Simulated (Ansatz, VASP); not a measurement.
# Two plane-wave programs on InRh

INCAR

```
SYSTEM = InRh
PREC = Accurate
ENCUT = 520
EDIFF = 1E-7
ISMEAR = 0
SIGMA = 0.15
LREAL = .FALSE.
LASPH = .TRUE.
NELM = 100
ALGO = Fast
ISIF = 2
LWAVE = .FALSE.
LCHARG = .FALSE.
NBANDS = 21
```

KPOINTS

```
regular mesh
0
G
  16 16 16
  0 0 0
```

The input POSCAR:

```
InRh
1.0
    3.1960000000      0.0000000000      0.0000000000
    0.0000000000      3.1960000000      0.0000000000
    0.0000000000      0.0000000000      3.1960000000
In Rh
1 1
Direct
    0.5000000000      0.4687108886      0.5000000000
    0.0000000000      0.0000000000      0.0000000000
```

Input for Ansatz:

```yaml
crystal:
  lattice:
    - [3.196, 0.0, 0.0]
    - [0.0, 3.196, 0.0]
    - [0.0, 0.0, 3.196]
  atoms:
    - { symbol: In, position: [0.5, 0.4687108886, 0.5] }
    - { symbol: Rh, position: [0.0, 0.0, 0.0] }
basis:
  ecutwfc: 420
kpoints:
  mp_grid: { grid: [16, 16, 16] }
hamiltonian:
  xc: lda
scf:
  occupations: { method: gaussian, width: 0.15 }
output:
  forces: true
  stress: true
  eigenvalues: true
```

Change from the starting cell: all In atoms moved -0.100 Å, as atom 1 along Cartesian [0 1 0].

Alike in both runs: task single point; functional LDA; k mesh 16 × 16 × 16; occupations gaussian, width 0.15 eV; no spin polarisation.

```csv
,VASP,Ansatz
version,VASP 6.6.1,Ansatz 0.2.0
potentials or method,"VASP PAW LDA potentials, release 64 (In_d, Rh_pv), cutoff 520 eV","scalar-relativistic, plane waves, PAW"
valence electrons in the cell,28,30
```

Ansatz gave:

| Quantity | Value |
| --- | --- |
| gap on the k mesh at the Fermi level (eV) | none |
| pressure (GPa) | -5.1 |
| traceless stress, the component that is largest in VASP (GPa) | -0.43 |
| rms of the force components (eV/Å) | 0.323 |

Question: Which values does VASP return?

Answer: gap on the k mesh at the Fermi level (eV): none; pressure (GPa): -4.5; traceless stress, the component that is largest in VASP (GPa): -0.44; rms of the force components (eV/Å): 0.332.

LDA's correlation is that of Perdew and Zunger in VASP and of Perdew and Wang (1992) in Ansatz. Atom by atom the forces differ by 0.008 eV/Å (rms over components). A gap of «none» marks a metal or a gap that the smearing closes. VASP's potentials hold 28 valence electrons a cell and Ansatz's 30, so a difference there can come from the potentials and not from the codes.
